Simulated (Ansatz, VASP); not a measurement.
**GaP in VASP and in Ansatz**

Contents of INCAR:

```
ALGO     = Normal         # electronic algorithm
EDIFF    = 1E-6           # SCF threshold, eV
ENCUT    = 520            # plane-wave cutoff, eV
GGA      = PE             # functional
ISIF     = 2              # what is computed and relaxed
ISMEAR   = -1             # smearing method
LASPH    = True           # aspherical terms in the spheres
LCHARG   = False          # write CHGCAR
LREAL    = False          # projectors in reciprocal space
LWAVE    = False          # write WAVECAR
NBANDS   = 16             # bands
NELM     = 60             # most SCF steps
PREC     = Accurate       # precision mode
SIGMA    = 0.1            # smearing width, eV
```

File KPOINTS:

```
k-points
0
Gamma
  14 14 14
```

Contents of POSCAR:

```
GaP
1.0
    0.0000000000      2.2234322030      2.2234322030
    2.2234322030      0.0000000000      2.2234322030
    2.2234322030      2.2234322030      0.0000000000
Ga P
1 1
Direct
    0.0000000000      0.0000000000      0.0000000000
    0.5000000000      0.5000000000      0.5000000000
```

Input for Ansatz:

```yaml
crystal:
  lattice:
    - [0.0, 2.223432203, 2.223432203]
    - [2.223432203, 0.0, 2.223432203]
    - [2.223432203, 2.223432203, 0.0]
  atoms:
    - { symbol: Ga, position: [0.0, 0.0, 0.0] }
    - { symbol: P, position: [0.5, 0.5, 0.5] }
kpoints:
  mp_grid: { grid: [14, 14, 14] }
scf:
  occupations: { method: fermi_dirac, width: 0.1 }
hamiltonian:
  xc: pbe
  pseudopotentials: { kind: all_electron, lapw: { basis_error: 0.001 } }
output:
  forces: true
  stress: true
  eigenvalues: true
  populations: true
```

Change from the starting cell: volume scaled by 0.64, LAPW.

Alike in both runs: task single point; functional PBE; k mesh 14 × 14 × 14; occupations fermi-dirac, width 0.1 eV; no spin polarisation.

|  | VASP | Ansatz |
| --- | --- | --- |
| version | VASP 6.6.1 | Ansatz 0.2.0 |
| potentials or method | VASP PAW PBE potentials, release 64 (Ga_d, P), cutoff 520 eV | all-electron LAPW, scalar-relativistic |

VASP gave:

- pressure (GPa): 106.1

Question: Estimate Ansatz's values.

Answer: Pressure (GPa): 106.2.

Both programs put the cell under a high pressure, so it lies far from rest at this level. Ansatz ran all-electron here, and VASP with PAW potentials.

Noted on VASP's run: the cell as given lies far from equilibrium.
